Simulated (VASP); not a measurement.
# NaH (Fm-3m) in VASP: further runs

Runs on NaH. Level: PBE. Tasks: single point.

Everything below comes from runs of VASP 6.6.1. Logs are shortened: lines on timing, memory, paths and dates and some standing lists are left out, and cuts for length are marked.

## Step 1: The cell of the first run

Symmetry: Fm-3m, No. 225, cubic system. The conventional cell has a = 4.683 Å, b = 4.683 Å, c = 4.683 Å, α = 90.00°, β = 90.00°, γ = 90.00°. Within 3.1 Å of Na (site symmetry m-3m) lie 6 H at 2.34 Å. H (site symmetry m-3m) has 6 Na at 2.34 Å within 3.1 Å.

## Step 2: Single point, PBE (volume scaled by 0.91)

INCAR

```
SYSTEM = NaH
ALGO = Normal
EDIFF = 1E-6
ENCUT = 520
GGA = PE
ISIF = 2
ISMEAR = 0
LASPH = .TRUE.
LCHARG = .FALSE.
LREAL = .FALSE.
LWAVE = .FALSE.
NBANDS = 11
NELM = 80
PREC = Accurate
SIGMA = 0.02
```

KPOINTS

```
k-points
0
G
  8 8 8
  0 0 0
```

POSCAR

```
NaH
1.0
    0.0000000000      2.3412689649      2.3412689649
    2.3412689649      0.0000000000      2.3412689649
    2.3412689649      2.3412689649      0.0000000000
Na H
1 1
Direct
    0.0000000000      0.0000000000      0.0000000000
    0.5000000000      0.5000000000      0.5000000000
```

Potentials or basis: VASP PAW PBE potentials, release 64 (Na_pv, H).

Command:

```sh
cat potpaw_PBE.64/Na_pv/POTCAR potpaw_PBE.64/H/POTCAR > POTCAR
mpirun -np 1 vasp_std > vasp.out
```

OUTCAR:

```text
SYSTEM = NaH
   EDIFF = 1E-6
   ENCUT = 520
   GGA = PE
   ISIF = 2
   ISMEAR = 0
   LASPH = .TRUE.
   LREAL = .FALSE.
   NELM = 80
   PREC = Accurate

 ion  position               nearest neighbor table
   1  0.000  0.000  0.000-
   2  0.500  0.500  0.500-

  LATTYP: Found a face centered cubic cell.
 ALAT       =     4.6825379298

  Lattice vectors:

 A1 = (   0.0000000000,   2.3412689649,   2.3412689649)
 A2 = (   2.3412689649,   0.0000000000,   2.3412689649)
 A3 = (   2.3412689649,   2.3412689649,   0.0000000000)

Analysis of symmetry for initial positions (statically):
=====================================================================
 Subroutine PRICEL returns:
 Original cell was already a primitive cell.

 Routine SETGRP: Setting up the symmetry group for a
 face centered cubic supercell.

 Subroutine GETGRP returns: Found 48 space group operations
 (whereof 48 operations were pure point group operations)
 out of a pool of 48 trial point group operations.

The static configuration has the point symmetry O_h .

Analysis of symmetry for dynamics (positions and initial velocities):
=====================================================================
 Subroutine PRICEL returns:
 Original cell was already a primitive cell.

 Routine SETGRP: Setting up the symmetry group for a
 face centered cubic supercell.

 Subroutine GETGRP returns: Found 48 space group operations
 (whereof 48 operations were pure point group operations)
 out of a pool of 48 trial point group operations.

The dynamic configuration has the point symmetry O_h .

 Subroutine INISYM returns: Found 48 space group operations
 (whereof 48 operations are pure point group operations),
 and found     1 'primitive' translations

----------------------------------------------------------------------------------------

                                     Primitive cell

  volume of cell :      25.6675

  direct lattice vectors                    reciprocal lattice vectors
     0.000000000  2.341268965  2.341268965    -0.213559402  0.213559402  0.213559402
     2.341268965  0.000000000  2.341268965     0.213559402 -0.213559402  0.213559402
     2.341268965  2.341268965  0.000000000     0.213559402  0.213559402 -0.213559402

  length of vectors
     3.311054323  3.311054323  3.311054323     0.369895735  0.369895735  0.369895735

  position of ions in fractional coordinates (direct lattice)
     0.000000000  0.000000000  0.000000000
     0.500000000  0.500000000  0.500000000

  ion indices of the primitive-cell ions
   primitive index   ion index
                 1           1
                 2           2

----------------------------------------------------------------------------------------

 KPOINTS: k-points

Automatic generation of k-mesh.
 Grid dimensions read from file:
 generate k-points for:    8    8    8

 Generating k-lattice:

  Cartesian coordinates                     Fractional coordinates (reciprocal lattice)
    -0.026694925  0.026694925  0.026694925     0.125000000  0.000000000  0.000000000
     0.026694925 -0.026694925  0.026694925     0.000000000  0.125000000  0.000000000
     0.026694925  0.026694925 -0.026694925     0.000000000  0.000000000  0.125000000

  Length of vectors
     0.046236967  0.046236967  0.046236967

  Shift w.r.t. Gamma in fractional coordinates (k-lattice)
     0.000000000  0.000000000  0.000000000

 Subroutine IBZKPT returns following result:
 ===========================================

 Found     29 irreducible k-points:

 Following reciprocal coordinates:
            Coordinates               Weight
  0.000000  0.000000  0.000000      1.000000
  0.125000  0.000000  0.000000      8.000000
  0.250000  0.000000  0.000000      8.000000
  0.375000  0.000000  0.000000      8.000000
  0.500000  0.000000  0.000000      4.000000
  0.125000  0.125000  0.000000      6.000000
[... 16 lines left out ...]
  0.500000  0.250000  0.125000     48.000000
 -0.375000  0.250000  0.125000     24.000000
 [... further k-points ...]
   k-points           NKPTS =     29   k-points in BZ     NKDIM =     29   number of bands    NBANDS=     11
   number of dos      NEDOS =    301   number of ions     NIONS =      2
   total plane-waves  NPLWV =  21952
   dimension x,y,z NGX =    28 NGY =   28 NGZ =   28
   dimension x,y,z NGXF=    56 NGYF=   56 NGZF=   56
   ions per type =               1   1
   NGX,Y,Z   is equivalent  to a cutoff of  14.06, 14.06, 14.06 a.u.
   NGXF,Y,Z  is equivalent  to a cutoff of  28.12, 28.12, 28.12 a.u.
 SYSTEM =  NaH
   PREC   = accura    normal or accurate (medium, high low for compatibility)
   ISTART =      0    job   : 0-new  1-cont  2-samecut
   ICHARG =      2    charge: 1-file 2-atom 10-const
   ISPIN  =      1    spin polarized calculation?
   LNONCOLLINEAR =      F non collinear calculations
   LSORBIT =      F    spin-orbit coupling
   LASPH  =      T    aspherical Exc in radial PAW
   ENCUT  =  520.0 eV  38.22 Ry    6.18 a.u.   6.16  6.16  6.16*2*pi/ulx,y,z
   NELM   =     80;   NELMIN=  2; NELMDL= -5     # of ELM steps
   EDIFF  = 0.1E-05   stopping-criterion for ELM
   LREAL  =      F    real-space projection
   EDIFFG = 0.1E-04   stopping-criterion for IOM
   NSW    =      0    number of steps for IOM
   IBRION =     -1    ionic relax: 0-MD 1-quasi-New 2-CG
   NFREE  =      0    steps in history (QN), initial steepest desc. (CG)
   ISIF   =      2    stress and relaxation
   ISYM   =      2    0-nonsym 1-usesym 2-fastsym
   POTIM  = 0.5000    time-step for ionic-motion
   TEBEG  =    0.0;   TEEND  =   0.0 temperature during run
   PSTRESS=    0.0 pullay stress
   NELECT =       8.0000    total number of electrons
   NUPDOWN=      -1.0000    fix difference up-down
   EMIN   =  10.00;   EMAX   =-10.00  energy-range for DOS
   EFERMI =   0.00;   METHOD = LEGACY
   ISMEAR =     0;   SIGMA  =   0.02  broadening in eV -4-tet -1-fermi 0-gaus
   EFERMI_NEDOS =   21; number of points for ismear=-14 and -15
   IALGO  =     38    algorithm
   IMIX   =      4    mixing-type and parameters
     AMIX     =   0.40;   BMIX     =  1.00
     AMIX_MAG =   1.60;   BMIX_MAG =  1.00
  volume/ion in A,a.u.               =      12.83        86.61
  Fermi-wavevector in a.u.,A,eV,Ry     =   1.109967  2.097534 16.762751  1.232027
  Thomas-Fermi vector in A             =   2.246513
   LORBIT       =      0    0 simple, 1 ext, 2 COOP (PROOUT), +10 PAW based schemes
   GGA     = PE    functional components
   LHFCALC =     F    Hartree Fock is set to
   AEXX    =    0.0000 exact exchange contribution
   IVDW    =     0    specifies the selected vdW correction
   LEPSILON=     F    determine dielectric tensor
   LRPA    =     F    only Hartree local field effects (RPA)
 non-spin polarized calculation
 Gauss-broadening in eV      SIGMA  =   0.02
  energy-cutoff  :      520.00
  volume of cell :       25.67
 maximum number of plane-waves:       701
 NGX is ok and might be reduce to    28
   NGX = 13   NGY = 13   NGZ = 13

 number of electron       8.0000007 magnetization

 Free energy of the ion-electron system (eV)
  ---------------------------------------------------
  ext. energy  EPLUGINS =         0.00000000
  ---------------------------------------------------
  free energy    TOTEN  =        -5.06776866 eV

  energy without entropy =       -5.06776866  energy(sigma->0) =       -5.06776866

 E-fermi :  -0.6540     XC(G=0):  -8.0932

 val. band max:       -0.7958361628   @ k =  -0.2500   0.5000   0.2500
 cond. band min:       3.1256384964   @ k =   0.5000   0.0000   0.0000
 fundamental gap:      3.9214746592
 Fermi energy:        -0.6540178570

 k-point     1 :       0.0000    0.0000    0.0000
  band No.  band energies     occupation
      1     -22.7389      2.00000
      2     -22.7389      2.00000
      3     -22.7389      2.00000
      4      -4.6858      2.00000
      5      10.4842      0.00000
      6      15.5245      0.00000
      7      15.5245      0.00000
      8      15.5245      0.00000
      9      16.6253      0.00000
     10      16.6253      0.00000
     11      16.6253      0.00000

 k-point     2 :       0.1250    0.0000    0.0000
  band No.  band energies     occupation
      1     -22.7582      2.00000
      2     -22.7411      2.00000
      3     -22.7411      2.00000
      4      -4.3956      2.00000
      5       9.4698      0.00000
      6      12.8509      0.00000
      7      14.7348      0.00000
      8      14.7348      0.00000
      9      17.5418      0.00000
     10      17.5418      0.00000
     11      17.7768      0.00000

 k-point     3 :       0.2500    0.0000    0.0000
  band No.  band energies     occupation
      1     -22.8042      2.00000
      2     -22.7465      2.00000
      3     -22.7465      2.00000
      4      -3.5718      2.00000
      5       6.8794      0.00000
      6      11.3982      0.00000
      7      13.8912      0.00000
      8      13.8913      0.00000
      9      17.5813      0.00000
     10      17.5813      0.00000
     11      19.1327      0.00000

 k-point     4 :       0.3750    0.0000    0.0000
  band No.  band energies     occupation
      1     -22.8494      2.00000
      2     -22.7518      2.00000
      3     -22.7518      2.00000
      4      -2.4174      2.00000
      5       4.3327      0.00000
      6      10.8192      0.00000
      7      13.3647      0.00000
      8      13.3647      0.00000
      9      16.8959      0.00000
     10      16.8959      0.00000
     11      19.4811      0.00000

 k-point     5 :       0.5000    0.0000    0.0000
  band No.  band energies     occupation
      1     -22.8679      2.00000
      2     -22.7540      2.00000
      3     -22.7540      2.00000
      4      -1.6964      2.00000
      5       3.1256      0.00000
      6      10.6551      0.00000
      7      13.1859      0.00000
      8      13.1859      0.00000
      9      16.6261      0.00000
     10      16.6262      0.00000
     11      19.3388      0.00000
[... 211 lines left out ...]
 k-point    21 :       0.5000    0.5000    0.0000
  band No.  band energies     occupation
      1     -22.8531      2.00000
      2     -22.7819      2.00000
      3     -22.7819      2.00000
      4      -0.9958      2.00000
      5       4.0364      0.00000
      6       9.5920      0.00000
      7      10.4818      0.00000
      8      10.4818      0.00000
      9      11.9859      0.00000
     10      24.4822      0.00000
     11      26.1423      0.00000

 k-point    22 :       0.3750    0.2500    0.1250
  band No.  band energies     occupation
      1     -22.8145      2.00000
      2     -22.7687      2.00000
      3     -22.7537      2.00000
      4      -2.9121      2.00000
      5       6.5023      0.00000
      6       8.8476      0.00000
      7      12.1330      0.00000
      8      15.0574      0.00000
      9      15.6148      0.00000
     10      18.3219      0.00000
     11      21.0878      0.00000

 k-point    23 :       0.5000    0.2500    0.1250
  band No.  band energies     occupation
      1     -22.8379      2.00000
      2     -22.7818      2.00000
      3     -22.7605      2.00000
      4      -1.8970      2.00000
      5       4.8802      0.00000
      6       7.6595      0.00000
      7      11.2302      0.00000
      8      15.1171      0.00000
      9      16.3903      0.00000
     10      18.5678      0.00000
     11      20.8588      0.00000

 k-point    24 :      -0.3750    0.2500    0.1250
  band No.  band energies     occupation
      1     -22.8479      2.00000
      2     -22.7858      2.00000
      3     -22.7643      2.00000
      4      -1.3048      2.00000
      5       3.9570      0.00000
      6       7.3996      0.00000
      7      10.8602      0.00000
      8      15.0670      0.00000
      9      16.2576      0.00000
     10      19.6820      0.00000
     11      21.9142      0.00000

 [... further k-points ...]
[... 5 lines left out ...]
  --------------------------------------------------------------------------------------
  -------------------------------------------------------------------------------------
  Total        0.4150235      0.4150235      0.4150235      0.0000000      0.0000000     -0.0000000
  in kB       25.9059406     25.9059406     25.9059406      0.0000000      0.0000000     -0.0000000
  external PRESSURE =      25.9059406 kB  Pullay stress =       0.0000000 kB

 VOLUME and BASIS-vectors are now :
 -----------------------------------------------------------------------------
  energy-cutoff  :      520.00
  volume of cell :       25.67
      direct lattice vectors                 reciprocal lattice vectors
     0.000000000  2.341268965  2.341268965    -0.213559402  0.213559402  0.213559402
     2.341268965  0.000000000  2.341268965     0.213559402 -0.213559402  0.213559402
     2.341268965  2.341268965  0.000000000     0.213559402  0.213559402 -0.213559402

 POSITION                                       TOTAL-FORCE (eV/Angst)
 -----------------------------------------------------------------------------------
      0.00000      0.00000      0.00000        -0.000000     -0.000000      0.000000
      2.34127      2.34127      2.34127         0.000000      0.000000     -0.000000
 -----------------------------------------------------------------------------------
    total drift:                               -0.000000     -0.000000      0.000000

  FREE ENERGIE OF THE ION-ELECTRON SYSTEM (eV)
  ---------------------------------------------------
  free  energy   TOTEN  =        -5.0677686551 eV

  energy  without entropy=       -5.0677686551  energy(sigma->0) =       -5.06776866
```

It took 6.6 s on 1 thread of Intel Xeon 6975P-C, shared host; peak memory 0.15 GiB.

Results:

| Property | Result |
| --- | --- |
| Free energy | -5.0678 eV |
| Pressure | 2.6 GPa |
| Band gap on the k mesh | 3.92 eV, indirect (least direct gap 4.82 eV) |

[end of part 1 of 2]
